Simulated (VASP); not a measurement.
The system is Si.

```
Si
1.0
     0.00000    2.72212    2.72212
     2.72212    0.00000    2.72212
     2.72212    2.72212    0.00000
Si
2
Direct
  0.25000 0.25000 0.25000
  0.00000 0.00000 0.00000
```

Base run:

```yaml
Program: VASP 6.6.1
Functional: HSE06
Potentials_or_basis: VASP PAW PBE potentials, release 64 (Si)
Cutoff: 520 eV
k_mesh: 6 × 6 × 6
Occupations: gaussian, width 0.01 eV
Spin: no spin polarisation
```

Its results: band gap on the k mesh 1.31 eV, indirect (least direct gap 3.32 eV); pressure -0.5 GPa.

After a change of settings the same cell gave: band gap on the k mesh 0.93 eV, indirect (least direct gap 2.75 eV); pressure -0.2 GPa. Which change was it?
A. functional from HSE06 to PBE0; further incar settings from ALGO = Normal; EDIFF = 1e-06; NBANDS = 11 to ALGO = Normal; EDIFF = 1e-07; NBANDS = 11
B. functional from HSE06 to PBE; further incar settings from ALGO = Normal; EDIFF = 1e-06; NBANDS = 11 to ALGO = Normal; EDIFF = 1e-07; NBANDS = 11
C. functional from HSE06 to r2SCAN
D. functional from HSE06 to PBE

C.

HSE06 gives the wider gap, since exact exchange removes part of the self-interaction.

Caveats: the PAW data sets were made with another functional, which shifts forces and pressure a little.
